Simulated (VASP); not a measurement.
A run of VASP 6.6.1 is set up as follows.

File INCAR:

```
PREC = Accurate
ENCUT = 500
EDIFF = 1E-6
ISMEAR = 1
SIGMA = 0.02
LREAL = F
LASPH = T
NELM = 120
ALGO = Normal
ISIF = 2
LWAVE = F
LCHARG = F
GGA = CA
NBANDS = 12
GGA_COMPAT = F
```

File KPOINTS:

```
regular mesh
0
Gamma
  4 4 4
```

File POSCAR:

```
CsH
1.0
    0.0000000000      2.3146561199      2.3146561199
    2.3146561199      0.0000000000      2.3146561199
    2.3146561199      2.3146561199      0.0000000000
Cs H
1 1
Direct
    0.0000000000      0.0000000000      0.0000000000
    0.5000000000      0.5000000000      0.5000000000
```

Potentials or basis: VASP PAW LDA potentials, release 64 (Cs_sv, H).

Command:

```console
$ cat potpaw_LDA.64/Cs_sv/POTCAR potpaw_LDA.64/H/POTCAR > POTCAR
$ mpirun -np 1 vasp_std > vasp.out
```

(1) What does it give for the band gap on the k mesh?

(2) Estimate the pressure.

## Answers

(1) zero (bands 5 and 6 overlap by 1.04 eV).

(2) 49.0 GPa.

Caveat: the k points lie up to 0.59 Å⁻¹ apart, too coarse for converged energies and pressures of a metal; spin-orbit coupling is left out, which moves the levels of the heavy elements.
